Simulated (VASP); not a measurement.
# ZnO (P6_3mc) in VASP: notebook

The runs below take ZnO through single point, with PBEsol.

Everything below comes from runs of VASP 6.6.1. Logs are shortened: lines on timing, memory, paths and dates and some standing lists are left out, and cuts for length are marked.

## 1. The cell of the first run

Symmetry: P6_3mc, No. 186, hexagonal system. The conventional cell has a = 3.331 Å, b = 3.331 Å, c = 5.204 Å, α = 90.00°, β = 90.00°, γ = 120.00°. Within 2.6 Å of Zn (site symmetry 3m) lie 4 O at 1.99 to 2.02 Å. Within 2.6 Å of O (site symmetry 3m) lie 4 Zn at 1.99 to 2.02 Å.

## 2. Single point, PBEsol (strain +0.025 along x and y, +0.000 along z)

File INCAR:

```
SYSTEM = ZnO
  ALGO = Normal
  EDIFF = 1E-6
  ENCUT = 520
  GGA = PS
  ISIF = 2
  ISMEAR = 0
  LASPH = .True.
  LCHARG = .True.
  LELF = .True.
  LREAL = .False.
  LVHAR = .True.
  LWAVE = .False.
  NBANDS = 26
  NELM = 80
  PREC = Accurate
  SIGMA = 0.05
```

File KPOINTS:

```
k-points
0
Gamma
  9 9 6
  0 0 0
```

File POSCAR:

```
ZnO
1.0
    3.3306336920      0.0000000000      0.0000000000
   -1.6653168460      2.8844133880      0.0000000000
    0.0000000000      0.0000000000      5.2038000000
Zn O
2 2
Direct
    0.3333333333      0.6666666667      0.0000000000
    0.6666666667      0.3333333333      0.5000000000
    0.3333333333      0.6666666667      0.3821000000
    0.6666666667      0.3333333333      0.8821000000
```

Potentials or basis: VASP PAW PBE potentials, release 64 (Zn, O).

The run is started by

```bash
$ cat potpaw_PBE.64/Zn/POTCAR potpaw_PBE.64/O/POTCAR > POTCAR
$ mpirun -np 1 vasp_std > vasp.out
```

OUTCAR:

```text
SYSTEM = ZnO
   EDIFF = 1E-6
   ENCUT = 520
   GGA = PS
   ISIF = 2
   ISMEAR = 0
   LASPH = .True.
   LREAL = .False.
   NELM = 80
   PREC = Accurate

 ion  position               nearest neighbor table
   1  0.333  0.667  0.000-   3 1.99   4 2.02   4 2.02   4 2.02
   2  0.667  0.333  0.500-   4 1.99   3 2.02   3 2.02   3 2.02
   3  0.333  0.667  0.382-   1 1.99   2 2.02   2 2.02   2 2.02
   4  0.667  0.333  0.882-   2 1.99   1 2.02   1 2.02   1 2.02

  LATTYP: Found a hexagonal cell.
 ALAT       =     3.3306336920
 C/A-ratio  =     1.5624053802

  Lattice vectors:

 A1 = (   3.3306336920,   0.0000000000,   0.0000000000)
 A2 = (  -1.6653168460,   2.8844133880,   0.0000000000)
 A3 = (   0.0000000000,   0.0000000000,   5.2038000000)

Analysis of symmetry for initial positions (statically):
=====================================================================
 Subroutine PRICEL returns:
 Original cell was already a primitive cell.

 Routine SETGRP: Setting up the symmetry group for a
 hexagonal supercell.

 Subroutine GETGRP returns: Found 12 space group operations
 (whereof  6 operations were pure point group operations)
 out of a pool of 24 trial point group operations.

The static configuration has the point symmetry C_3v.
 The point group associated with its full space group is C_6v.

Analysis of symmetry for dynamics (positions and initial velocities):
=====================================================================
 Subroutine PRICEL returns:
 Original cell was already a primitive cell.

 Routine SETGRP: Setting up the symmetry group for a
 hexagonal supercell.

 Subroutine GETGRP returns: Found 12 space group operations
 (whereof  6 operations were pure point group operations)
 out of a pool of 24 trial point group operations.

The dynamic configuration has the point symmetry C_3v.
 The point group associated with its full space group is C_6v.

 Subroutine INISYM returns: Found 12 space group operations
 (whereof  6 operations are pure point group operations),
 and found     1 'primitive' translations

----------------------------------------------------------------------------------------

                                     Primitive cell

  volume of cell :      49.9925

  direct lattice vectors                    reciprocal lattice vectors
     3.330633692  0.000000000  0.000000000     0.300243165  0.173345472  0.000000000
    -1.665316846  2.884413388  0.000000000     0.000000000  0.346690944  0.000000000
     0.000000000  0.000000000  5.203800000     0.000000000  0.000000000  0.192167262

  length of vectors
     3.330633692  3.330633692  5.203800000     0.346690944  0.346690944  0.192167262

  position of ions in fractional coordinates (direct lattice)
     0.333333333  0.666666667  0.000000000
     0.666666667  0.333333333  0.500000000
     0.333333333  0.666666667  0.382100000
     0.666666667  0.333333333  0.882100000

  ion indices of the primitive-cell ions
   primitive index   ion index
                 1           1
                 2           2
                 3           3
                 4           4

----------------------------------------------------------------------------------------

 KPOINTS: k-points

Automatic generation of k-mesh.
 Grid dimensions read from file:
 generate k-points for:    9    9    6

 Generating k-lattice:

  Cartesian coordinates                     Fractional coordinates (reciprocal lattice)
     0.033360352  0.019260608  0.000000000     0.111111111  0.000000000  0.000000000
     0.000000000  0.038521216  0.000000000     0.000000000  0.111111111  0.000000000
     0.000000000  0.000000000  0.032027877     0.000000000  0.000000000  0.166666667

  Length of vectors
     0.038521216  0.038521216  0.032027877

  Shift w.r.t. Gamma in fractional coordinates (k-lattice)
     0.000000000  0.000000000  0.000000000

 Subroutine IBZKPT returns following result:
 ===========================================

 Found     48 irreducible k-points:

 Following reciprocal coordinates:
            Coordinates               Weight
  0.000000  0.000000  0.000000      1.000000
  0.111111 -0.000000  0.000000      6.000000
  0.222222 -0.000000  0.000000      6.000000
  0.333333  0.000000  0.000000      6.000000
  0.444444 -0.000000  0.000000      6.000000
  0.111111  0.111111  0.000000      6.000000
[... 16 lines left out ...]
  0.333333  0.222222  0.166667     24.000000
  0.333333  0.333333  0.166667      4.000000
 [... further k-points ...]
   k-points           NKPTS =     48   k-points in BZ     NKDIM =     48   number of bands    NBANDS=     26
   number of dos      NEDOS =    301   number of ions     NIONS =      4
   total plane-waves  NPLWV =  31360
   dimension x,y,z NGX =    28 NGY =   28 NGZ =   40
   dimension x,y,z NGXF=    56 NGYF=   56 NGZF=   80
   ions per type =               2   2
   NGX,Y,Z   is equivalent  to a cutoff of  13.98, 13.98, 12.78 a.u.
   NGXF,Y,Z  is equivalent  to a cutoff of  27.95, 27.95, 25.56 a.u.
 SYSTEM =  ZnO
   PREC   = accura    normal or accurate (medium, high low for compatibility)
   ISTART =      0    job   : 0-new  1-cont  2-samecut
   ICHARG =      2    charge: 1-file 2-atom 10-const
   ISPIN  =      1    spin polarized calculation?
   LNONCOLLINEAR =      F non collinear calculations
   LSORBIT =      F    spin-orbit coupling
   LASPH  =      T    aspherical Exc in radial PAW
   ENCUT  =  520.0 eV  38.22 Ry    6.18 a.u.   6.19  6.19  9.68*2*pi/ulx,y,z
   NELM   =     80;   NELMIN=  2; NELMDL= -5     # of ELM steps
   EDIFF  = 0.1E-05   stopping-criterion for ELM
   LREAL  =      F    real-space projection
   EDIFFG = 0.1E-04   stopping-criterion for IOM
   NSW    =      0    number of steps for IOM
   IBRION =     -1    ionic relax: 0-MD 1-quasi-New 2-CG
   NFREE  =      0    steps in history (QN), initial steepest desc. (CG)
   ISIF   =      2    stress and relaxation
   ISYM   =      2    0-nonsym 1-usesym 2-fastsym
   POTIM  = 0.5000    time-step for ionic-motion
   TEBEG  =    0.0;   TEEND  =   0.0 temperature during run
   PSTRESS=    0.0 pullay stress
   NELECT =      36.0000    total number of electrons
   NUPDOWN=      -1.0000    fix difference up-down
   EMIN   =  10.00;   EMAX   =-10.00  energy-range for DOS
   EFERMI =   0.00;   METHOD = LEGACY
   ISMEAR =     0;   SIGMA  =   0.05  broadening in eV -4-tet -1-fermi 0-gaus
   EFERMI_NEDOS =   21; number of points for ismear=-14 and -15
   IALGO  =     38    algorithm
   IMIX   =      4    mixing-type and parameters
     AMIX     =   0.40;   BMIX     =  1.00
     AMIX_MAG =   1.60;   BMIX_MAG =  1.00
  volume/ion in A,a.u.               =      12.50        84.34
  Fermi-wavevector in a.u.,A,eV,Ry     =   1.467374  2.772934 29.295861  2.153185
  Thomas-Fermi vector in A             =   2.582999
   LORBIT       =      0    0 simple, 1 ext, 2 COOP (PROOUT), +10 PAW based schemes
   GGA     = PS    functional components
   LHFCALC =     F    Hartree Fock is set to
   AEXX    =    0.0000 exact exchange contribution
   IVDW    =     0    specifies the selected vdW correction
   LEPSILON=     F    determine dielectric tensor
   LRPA    =     F    only Hartree local field effects (RPA)
 non-spin polarized calculation
 Gauss-broadening in eV      SIGMA  =   0.05
  energy-cutoff  :      520.00
  volume of cell :       49.99
 maximum number of plane-waves:      1375
 NGX is ok and might be reduce to    28
   NGX = 13   NGY = 13   NGZ = 19

 number of electron      35.9999988 magnetization

 Free energy of the ion-electron system (eV)
  ---------------------------------------------------
  ext. energy  EPLUGINS =         0.00000000
  ---------------------------------------------------
  free energy    TOTEN  =       -19.34184212 eV

  energy without entropy =      -19.34184212  energy(sigma->0) =      -19.34184212

 E-fermi :   0.8130     XC(G=0): -10.9230

 val. band max:        0.5938269058   @ k =   0.0000   0.0000   0.0000
 cond. band min:       1.2339526376   @ k =   0.0000   0.0000   0.0000
 fundamental gap:      0.6401257318
 Fermi energy:         0.8130443200

 k-point     1 :       0.0000    0.0000    0.0000
  band No.  band energies     occupation
      1     -17.0372      2.00000
      2     -16.3251      2.00000
      3      -4.8614      2.00000
      4      -4.8614      2.00000
      5      -4.7978      2.00000
      6      -4.6805      2.00000
[... 18 lines left out ...]
     25      14.1177      0.00000
     26      14.7757      0.00000

 k-point     2 :       0.1111   -0.0000    0.0000
  band No.  band energies     occupation
      1     -16.9762      2.00000
      2     -16.3013      2.00000
      3      -4.9288      2.00000
      4      -4.8256      2.00000
      5      -4.7595      2.00000
      6      -4.6900      2.00000
[... 18 lines left out ...]
     25      14.2689      0.00000
     26      14.8002      0.00000

 k-point     3 :       0.2222   -0.0000    0.0000
  band No.  band energies     occupation
      1     -16.8138      2.00000
      2     -16.2459      2.00000
      3      -5.0529      2.00000
      4      -4.7508      2.00000
      5      -4.7422      2.00000
      6      -4.6282      2.00000
[... 18 lines left out ...]
     25      13.7634      0.00000
     26      14.3140      0.00000

 k-point     4 :       0.3333    0.0000    0.0000
  band No.  band energies     occupation
      1     -16.6066      2.00000
      2     -16.1982      2.00000
      3      -5.1146      2.00000
      4      -4.7815      2.00000
      5      -4.6664      2.00000
      6      -4.4802      2.00000
[... 18 lines left out ...]
     25      13.5451      0.00000
     26      14.1100      0.00000
[... 496 lines left out ...]
      1     -16.4823      2.00000
      2     -16.2064      2.00000
      3      -4.9697      2.00000
      4      -4.8905      2.00000
      5      -4.5750      2.00000
      6      -4.5452      2.00000
[... 18 lines left out ...]
     25      12.1793      0.00000
     26      15.2389      0.00000

 k-point    23 :       0.3333    0.2222    0.1667
  band No.  band energies     occupation
      1     -16.3467      2.00000
      2     -16.2105      2.00000
      3      -4.9152      2.00000
      4      -4.7424      2.00000
      5      -4.5947      2.00000
      6      -4.4104      2.00000
[... 18 lines left out ...]
     25      12.8859      0.00000
     26      14.2645      0.00000

 k-point    24 :       0.3333    0.3333    0.1667
  band No.  band energies     occupation
      1     -16.2561      2.00000
      2     -16.2561      2.00000
      3      -4.8462      2.00000
      4      -4.6471      2.00000
      5      -4.6471      2.00000
      6      -4.2207      2.00000
[... 18 lines left out ...]
     25      13.6459      0.00000
     26      14.3893      0.00000

 [... further k-points ...]
[... 5 lines left out ...]
  --------------------------------------------------------------------------------------
  -------------------------------------------------------------------------------------
  Total       -2.6457687     -2.6457687     -1.0288372      0.0000000     -0.0000000      0.0000000
  in kB      -84.7925079    -84.7925079    -32.9725311      0.0000000     -0.0000000      0.0000000
  external PRESSURE =     -67.5191823 kB  Pullay stress =       0.0000000 kB

 VOLUME and BASIS-vectors are now :
 -----------------------------------------------------------------------------
  energy-cutoff  :      520.00
  volume of cell :       49.99
      direct lattice vectors                 reciprocal lattice vectors
     3.330633692  0.000000000  0.000000000     0.300243165  0.173345472  0.000000000
    -1.665316846  2.884413388  0.000000000     0.000000000  0.346690944  0.000000000
     0.000000000  0.000000000  5.203800000     0.000000000  0.000000000  0.192167262

 POSITION                                       TOTAL-FORCE (eV/Angst)
 -----------------------------------------------------------------------------------
     -0.00000      1.92294      0.00000        -0.000000     -0.000000     -0.133555
      1.66532      0.96147      2.60190         0.000000     -0.000000     -0.133555
     -0.00000      1.92294      1.98837         0.000000     -0.000000      0.133555
      1.66532      0.96147      4.59027         0.000000      0.000000      0.133555
 -----------------------------------------------------------------------------------
    total drift:                               -0.000000      0.000000     -0.000335

  FREE ENERGIE OF THE ION-ELECTRON SYSTEM (eV)
  ---------------------------------------------------
  free  energy   TOTEN  =       -19.3418421161 eV

  energy  without entropy=      -19.3418421161  energy(sigma->0) =      -19.34184212
```

Wall time 96 s (1 thread of Intel Xeon Platinum 8488C (Sapphire Rapids), shared host); peak memory 0.2 GiB.

Results:

| Item | Value |
| --- | --- |
| Free energy | -19.3418 eV |
| Pressure | -6.8 GPa |
| Largest force | 0.134 eV/Å |
| Band gap on the k mesh | 0.64 eV, direct |

Forces on the atoms (eV/Å):
```
Zn   0.000  0.000 -0.134
Zn   0.000  0.000 -0.134
O    0.000  0.000  0.134
O    0.000  0.000  0.134
```

Levels at points of the mesh, in eV from the valence-band top:
```
           k point  band 15  band 16  band 17  band 18  band 19  band 20  band 21  band 22
(0.00, 0.00, 0.00)    -0.80    -0.02     0.00     0.00     0.64     4.86     8.20    12.28
(0.00, 0.00, 0.50)    -0.39    -0.39    -0.39    -0.39     3.30     3.30     9.96     9.96
```

Caveat: the cell differs from its parent crystal (strain +0.025 along x and y, +0.000 along z); the PAW data sets were made with another functional, which shifts forces and pressure a little.

[end of part 1 of 2]
